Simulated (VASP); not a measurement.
# Si40GeH20 in VASP: single point with PBE

Aim: the single point of Si40GeH20 with PBE.

All numbers are computed with VASP 6.6.1; they aren't measurements. Logs are shortened: lines on timing, memory, paths and dates and some standing lists are left out, and cuts for length are marked.

## (1) The cell of the first run

The cell holds a slab with vacuum, 61 atoms: a = 7.679 Å, b = 15.358 Å, c = 19.256 Å, α = 90.00°, β = 90.00°, γ = 90.00°.

## (2) Single point, PBE

Input file INCAR:

```
ALGO     = Normal         # electronic algorithm
EDIFF    = 1E-6           # SCF threshold, eV
ENCUT    = 410            # plane-wave cutoff, eV
GGA      = PE             # functional
GGA_COMPAT= False        
ISIF     = 2              # what is computed and relaxed
ISMEAR   = 0              # smearing method
LASPH    = True           # aspherical terms in the spheres
LCHARG   = True           # write CHGCAR
LELF     = True           # ELF
LREAL    = Auto         
LVHAR    = True         
LWAVE    = False          # write WAVECAR
NBANDS   = 133            # bands
NELM     = 120            # most SCF steps
NELMDL   = -8           
PREC     = Accurate       # precision mode
SIGMA    = 0.05           # smearing width, eV
```

Input file KPOINTS:

```
k-points
0
Gamma
  2 1 1
```

Input file POSCAR:

```
Si40GeH20
1.0
    7.6791800000      0.0000000000      0.0000000000
    0.0000000000     15.3583590000      0.0000000000
    0.0000000000      0.0000000000     19.2555000000
H Si Ge
20 40 1
Direct
    0.4093920184      0.0000000000      0.0519332139
    0.0906079816      0.0000000000      0.0519332139
    0.9093920184      0.0000000000      0.0519332139
    0.5906079816      0.0000000000      0.0519332139
    0.4093920184      0.2500000163      0.0519332139
    0.0906079816      0.2500000163      0.0519332139
    0.9093920184      0.2500000163      0.0519332139
    0.5906079816      0.2500000163      0.0519332139
    0.4093920184      0.5000000326      0.0519332139
    0.0906079816      0.5000000326      0.0519332139
    0.9093920184      0.5000000326      0.0519332139
    0.5906079816      0.5000000326      0.0519332139
    0.4093920184      0.7499999837      0.0519332139
    0.0906079816      0.7499999837      0.0519332139
    0.9093920184      0.7499999837      0.0519332139
    0.5906079816      0.7499999837      0.0519332139
    0.1467383236      0.5136550721      0.5870204877
    0.2427186236      0.6695040141      0.5810231882
   -0.0730880120      0.6319536482      0.5675827166
    0.0718377483      0.6168394032      0.6837807899
    0.2500000000      0.0000000000      0.0968814105
    0.7500000000      0.0000000000      0.0968814105
    0.2500000000      0.2500000163      0.0968814105
    0.7500000000      0.2500000163      0.0968814105
    0.2500000000      0.5000000326      0.0968814105
    0.7500000000      0.5000000326      0.0968814105
    0.2500000000      0.7499999837      0.0968814105
    0.7500000000      0.7499999837      0.0968814105
    0.2499872382      0.1251681251      0.1642577965
    0.7500037764      0.1251780871      0.1642680273
    0.2499485622      0.3746835844      0.1702711952
    0.7500031253      0.3746411319      0.1702628859
    0.2499317635      0.6251516845      0.1642989795
    0.7499188715      0.6251641207      0.1642246631
    0.2499907542      0.8746875236      0.1702675599
    0.7499854151      0.8746703994      0.1702863078
   -0.0000061204      0.1206972047      0.2328577809
    0.4999966142      0.1206988325      0.2328493158
   -0.0000540422      0.3767511881      0.2435564904
    0.4999954422      0.3767512532      0.2435448054
   -0.0002070534      0.6207508237      0.2328686349
    0.5000483125      0.6207345459      0.2328884734
    0.0000167987      0.8767673682      0.2435675002
    0.4999557244      0.8767650893      0.2435691101
   -0.0000321649      0.0054906257      0.3127585365
    0.5000048182      0.0054917325      0.3127581211
   -0.0000569071      0.2450468178      0.3096029186
    0.5000183613      0.2450421949      0.3095989198
   -0.0003734774      0.5054985367      0.3127324660
    0.5002200756      0.5054797847      0.3127611851
   -0.0002317956      0.7450893679      0.3096400509
    0.5001247529      0.7450987439      0.3096651866
    0.2499882800      0.0308006865      0.3833235699
    0.7499817689      0.0307971705      0.3833470956
    0.2499696582      0.1727945674      0.3451488666
    0.7499911449      0.1727809592      0.3452150814
    0.2498897018      0.5310616193      0.3831058659
    0.7499343680      0.5307390588      0.3835974657
    0.2499360609      0.6729874591      0.3451784166
    0.7499512969      0.6728160216      0.3454593752
    0.0970798966      0.6078615560      0.6048377866
```

Potentials or basis: VASP PAW PBE potentials, release 64 (H, Si, Ge_d).

The run is started by

```console
$ cat potpaw_PBE.64/H/POTCAR potpaw_PBE.64/Si/POTCAR potpaw_PBE.64/Ge_d/POTCAR > POTCAR
$ mpirun -np 1 vasp_std > vasp.out
```

OUTCAR:

```text
EDIFF = 1E-6
   ENCUT = 410
   GGA = PE
   ISIF = 2
   ISMEAR = 0
   LASPH = True
   LREAL = Auto
   NELM = 120
   NELMDL = -8
   PREC = Accurate

 ion  position               nearest neighbor table
   1  0.409  0.000  0.052-  21 1.50
   2  0.091  0.000  0.052-  21 1.50
   3  0.909  0.000  0.052-  22 1.50
   4  0.591  0.000  0.052-  22 1.50
   5  0.409  0.250  0.052-  23 1.50
   6  0.091  0.250  0.052-  23 1.50
[... 41 lines left out ...]
  48  0.500  0.245  0.310-  56 2.32  55 2.32  40 2.39  38 2.41
  49  1.000  0.505  0.313-  41 2.34  57 2.38  39 2.38  58 2.39
  50  0.500  0.505  0.313-  42 2.34  57 2.38  40 2.38  58 2.38
  51  1.000  0.745  0.310-  59 2.32  60 2.32  43 2.39  41 2.41
  52  0.500  0.745  0.310-  59 2.32  60 2.32  44 2.39  42 2.42
  53  0.250  0.031  0.383-  55 2.30  46 2.38  45 2.38
  54  0.750  0.031  0.383-  56 2.30  46 2.38  45 2.38
  55  0.250  0.173  0.345-  53 2.30  47 2.32  48 2.32  37 3.00  38 3.00
  56  0.750  0.173  0.345-  54 2.30  47 2.32  48 2.32  37 3.00  38 3.00
  57  0.250  0.531  0.383-  59 2.30  49 2.38  50 2.38
  58  0.750  0.531  0.384-  60 2.30  50 2.38  49 2.39
  59  0.250  0.673  0.345-  57 2.30  51 2.32  52 2.32  42 3.00  41 3.00
  60  0.750  0.673  0.345-  58 2.30  52 2.32  51 2.32  41 3.00  42 3.00
  61  0.097  0.608  0.605-  17 1.54  18 1.54  19 1.54  20 1.54

  LATTYP: Found a simple orthorhombic cell.
 ALAT       =     7.6791800000
 B/A-ratio  =     1.9999998698
 C/A-ratio  =     2.5074942898

  Lattice vectors:

 A1 = (   7.6791800000,   0.0000000000,   0.0000000000)
 A2 = (   0.0000000000,  15.3583590000,   0.0000000000)
 A3 = (   0.0000000000,   0.0000000000,  19.2555000000)

Analysis of symmetry for initial positions (statically):
=====================================================================
 Subroutine PRICEL returns:
 Original cell was already a primitive cell.

 Routine SETGRP: Setting up the symmetry group for a
 simple orthorhombic supercell.

 Subroutine GETGRP returns: Found  1 space group operations
 (whereof  1 operations were pure point group operations)
 out of a pool of  8 trial point group operations.

The static configuration has the point symmetry C_1 .

Analysis of symmetry for dynamics (positions and initial velocities):
=====================================================================
 Subroutine PRICEL returns:
 Original cell was already a primitive cell.

 Routine SETGRP: Setting up the symmetry group for a
 simple orthorhombic supercell.

 Subroutine GETGRP returns: Found  1 space group operations
 (whereof  1 operations were pure point group operations)
 out of a pool of  8 trial point group operations.

The dynamic configuration has the point symmetry C_1 .

 Subroutine INISYM returns: Found  1 space group operations
 (whereof  1 operations are pure point group operations),
 and found     1 'primitive' translations

----------------------------------------------------------------------------------------

                                     Primitive cell

  volume of cell :    2270.9860

  direct lattice vectors                    reciprocal lattice vectors
     7.679180000  0.000000000  0.000000000     0.130222237  0.000000000  0.000000000
     0.000000000 15.358359000  0.000000000     0.000000000  0.065111123  0.000000000
     0.000000000  0.000000000 19.255500000     0.000000000  0.000000000  0.051933214

  length of vectors
     7.679180000 15.358359000 19.255500000     0.130222237  0.065111123  0.051933214

  position of ions in fractional coordinates (direct lattice)
     0.409392018  0.000000000  0.051933214
     0.090607982  0.000000000  0.051933214
     0.909392018  0.000000000  0.051933214
     0.590607982  0.000000000  0.051933214
     0.409392018  0.250000016  0.051933214
     0.090607982  0.250000016  0.051933214
[... 136 lines left out ...]
     0.065111119  0.065111123  0.051933214

  Shift w.r.t. Gamma in fractional coordinates (k-lattice)
     0.000000000  0.000000000  0.000000000

 Subroutine IBZKPT returns following result:
 ===========================================

 Found      2 irreducible k-points:

 Following reciprocal coordinates:
            Coordinates               Weight
  0.000000  0.000000  0.000000      1.000000
  0.500000  0.000000  0.000000      1.000000
   k-points           NKPTS =      2   k-points in BZ     NKDIM =      2   number of bands    NBANDS=    133
   number of dos      NEDOS =    301   number of ions     NIONS =     61
   total plane-waves  NPLWV = 746496
   dimension x,y,z NGX =    54 NGY =  108 NGZ =  128
   dimension x,y,z NGXF=   108 NGYF=  216 NGZF=  256
   ions per type =              20  40   1
   NGX,Y,Z   is equivalent  to a cutoff of  11.69, 11.69, 11.05 a.u.
   NGXF,Y,Z  is equivalent  to a cutoff of  23.38, 23.38, 22.10 a.u.
 SYSTEM =  unknown system
   PREC   = accura    normal or accurate (medium, high low for compatibility)
   ISTART =      0    job   : 0-new  1-cont  2-samecut
   ICHARG =      2    charge: 1-file 2-atom 10-const
   ISPIN  =      1    spin polarized calculation?
   LNONCOLLINEAR =      F non collinear calculations
   LSORBIT =      F    spin-orbit coupling
   LASPH  =      T    aspherical Exc in radial PAW
   ENCUT  =  410.0 eV  30.13 Ry    5.49 a.u.  12.68 25.36 31.79*2*pi/ulx,y,z
   NELM   =    120;   NELMIN=  2; NELMDL= -8     # of ELM steps
   EDIFF  = 0.1E-05   stopping-criterion for ELM
   LREAL  =      T    real-space projection
   EDIFFG = 0.1E-04   stopping-criterion for IOM
   NSW    =      0    number of steps for IOM
   IBRION =     -1    ionic relax: 0-MD 1-quasi-New 2-CG
   NFREE  =      0    steps in history (QN), initial steepest desc. (CG)
   ISIF   =      2    stress and relaxation
   ISYM   =      2    0-nonsym 1-usesym 2-fastsym
   POTIM  = 0.5000    time-step for ionic-motion
   TEBEG  =    0.0;   TEEND  =   0.0 temperature during run
   PSTRESS=    0.0 pullay stress
   NELECT =     194.0000    total number of electrons
   NUPDOWN=      -1.0000    fix difference up-down
   EMIN   =  10.00;   EMAX   =-10.00  energy-range for DOS
   EFERMI =   0.00;   METHOD = LEGACY
   ISMEAR =     0;   SIGMA  =   0.05  broadening in eV -4-tet -1-fermi 0-gaus
   EFERMI_NEDOS =   21; number of points for ismear=-14 and -15
   IALGO  =     38    algorithm
   IMIX   =      4    mixing-type and parameters
     AMIX     =   0.40;   BMIX     =  1.00
     AMIX_MAG =   1.60;   BMIX_MAG =  1.00
  volume/ion in A,a.u.               =      37.23       251.24
  Fermi-wavevector in a.u.,A,eV,Ry     =   0.721003  1.362499  7.072931  0.519846
  Thomas-Fermi vector in A             =   1.810600
   LORBIT       =      0    0 simple, 1 ext, 2 COOP (PROOUT), +10 PAW based schemes
   GGA     = PE    functional components
   LHFCALC =     F    Hartree Fock is set to
   AEXX    =    0.0000 exact exchange contribution
   IVDW    =     0    specifies the selected vdW correction
   LEPSILON=     F    determine dielectric tensor
   LRPA    =     F    only Hartree local field effects (RPA)
 non-spin polarized calculation
 Gauss-broadening in eV      SIGMA  =   0.05
  energy-cutoff  :      410.00
  volume of cell :     2270.99
 maximum number of plane-waves:     42809
 NGX is ok and might be reduce to    54
   NGX = 25   NGY = 51   NGZ = 63

 number of electron     194.0000038 magnetization

 Free energy of the ion-electron system (eV)
  ---------------------------------------------------
  ext. energy  EPLUGINS =         0.00000000
  ---------------------------------------------------
  free energy    TOTEN  =      -273.73600090 eV

  energy without entropy =     -273.73600090  energy(sigma->0) =     -273.73600090

 E-fermi :  -0.7353     XC(G=0):  -4.5962

 val. band max:       -1.0581412146   @ k =   0.5000   0.0000   0.0000
 cond. band min:      -0.3282919214   @ k =   0.0000   0.0000   0.0000
 fundamental gap:      0.7298492932
 Fermi energy:        -0.7352828625

 k-point     1 :       0.0000    0.0000    0.0000
  band No.  band energies     occupation
      1     -24.5335      2.00000
      2     -24.5325      2.00000
      3     -24.5316      2.00000
      4     -24.4568      2.00000
      5     -24.4564      2.00000
      6     -12.5358      2.00000
[... 101 lines left out ...]
    108       1.0759      0.00000
    109       1.2224      0.00000

 k-point     2 :       0.5000    0.0000    0.0000
  band No.  band energies     occupation
      1     -24.5335      2.00000
      2     -24.5325      2.00000
      3     -24.5316      2.00000
      4     -24.4568      2.00000
      5     -24.4564      2.00000
      6     -11.9888      2.00000
[... 101 lines left out ...]
    108       1.3765      0.00000
    109       1.3788      0.00000
 [bands above 109 left out]

------------------------ aborting loop because EDIFF is reached ----------------------------------------

  FORCE on cell =-STRESS in cart. coord.  units (eV):
  Direction    XX          YY          ZZ          XY          YZ          ZX
  --------------------------------------------------------------------------------------
  -------------------------------------------------------------------------------------
  Total       39.0715723      0.2172245     -1.3620545      0.0143264      0.1057501      0.0294933
  in kB       27.5649372      0.1532516     -0.9609275      0.0101073      0.0746066      0.0208075
  external PRESSURE =       8.9190871 kB  Pullay stress =       0.0000000 kB

 VOLUME and BASIS-vectors are now :
 -----------------------------------------------------------------------------
  energy-cutoff  :      410.00
  volume of cell :     2270.99
      direct lattice vectors                 reciprocal lattice vectors
     7.679180000  0.000000000  0.000000000     0.130222237  0.000000000  0.000000000
     0.000000000 15.358359000  0.000000000     0.000000000  0.065111123  0.000000000
     0.000000000  0.000000000 19.255500000     0.000000000  0.000000000  0.051933214

 POSITION                                       TOTAL-FORCE (eV/Angst)
 -----------------------------------------------------------------------------------
      3.14379      0.00000      1.00000        -0.607867     -0.097217     -0.014830
      0.69580      0.00000      1.00000         0.607937     -0.097276     -0.014992
      6.98338      0.00000      1.00000        -0.608182     -0.096967     -0.015232
      4.53539      0.00000      1.00000         0.608227     -0.096725     -0.015311
      3.14379      3.83959      1.00000        -0.632325      0.085521     -0.005495
      0.69580      3.83959      1.00000         0.632445      0.085195     -0.005912
[... 53 lines left out ...]
      5.75901     10.33335      6.65199        -0.000926      0.001920     -0.008862
      0.74549      9.33576     11.64645        -0.009709     -0.012828     -0.005277
 -----------------------------------------------------------------------------------
    total drift:                                0.000181     -0.003135      0.013379

  FREE ENERGIE OF THE ION-ELECTRON SYSTEM (eV)
  ---------------------------------------------------
  free  energy   TOTEN  =      -273.7360009014 eV

  energy  without entropy=     -273.7360009014  energy(sigma->0) =     -273.73600090
```

Wall time 55 min (1 thread of Intel Xeon 8259CL, shared host); peak memory 1.5 GiB.

Results:

```
Free energy            : -273.7360 eV
Largest force          : 0.639 eV/Å
Band gap on the k mesh : 0.73 eV (least direct gap 0.76 eV)
```

Forces in eV/Å, atoms in the order of the input:
```
H   -0.608 -0.097 -0.015
H    0.608 -0.097 -0.015
H   -0.608 -0.097 -0.015
H    0.608 -0.097 -0.015
H   -0.632  0.086 -0.005
H    0.632  0.085 -0.006
H   -0.632  0.085 -0.006
H    0.633  0.085 -0.006
H   -0.608 -0.096 -0.014
H    0.608 -0.096 -0.015
H   -0.608 -0.097 -0.015
H    0.608 -0.097 -0.016
H   -0.632  0.085 -0.005
H    0.632  0.085 -0.005
H   -0.632  0.085 -0.006
H    0.633  0.086 -0.006
H   -0.010  0.041  0.019
H   -0.015 -0.016  0.014
H    0.032 -0.011  0.020
H    0.007 -0.003 -0.052
Si   0.000 -0.216  0.036
Si   0.000 -0.217  0.039
Si  -0.001  0.239  0.015
Si   0.000  0.236  0.012
Si  -0.001 -0.217  0.039
Si  -0.001 -0.223  0.035
Si  -0.001  0.236  0.018
Si  -0.001  0.242  0.012
Si   0.001 -0.005  0.000
Si   0.000 -0.008 -0.004
Si   0.002  0.005  0.001
Si  -0.002  0.012  0.001
Si   0.001  0.001  0.002
Si   0.000 -0.002  0.002
Si   0.000  0.000  0.002
Si   0.000  0.006  0.000
Si   0.000  0.003  0.001
Si   0.000  0.002  0.002
Si  -0.001 -0.003  0.000
Si   0.000 -0.004  0.001
Si   0.003  0.000  0.001
Si  -0.004  0.002  0.002
Si  -0.006 -0.001 -0.002
Si   0.006 -0.001 -0.001
Si   0.001 -0.001 -0.009
Si  -0.001  0.000 -0.010
Si   0.001 -0.005 -0.001
Si  -0.001 -0.005 -0.001
Si   0.002  0.004 -0.002
Si  -0.002  0.004 -0.003
Si   0.001 -0.007 -0.002
Si  -0.001 -0.008 -0.004
Si   0.000  0.008  0.002
Si   0.001  0.003  0.003
Si   0.001  0.002  0.002
Si  -0.001  0.006 -0.003
Si   0.000 -0.013  0.005
Si   0.000  0.003 -0.006
Si   0.001  0.014 -0.008
Si  -0.001  0.002 -0.009
Ge  -0.010 -0.013 -0.005
```

Caveat: there is no dipole correction, which matters where the two faces differ.
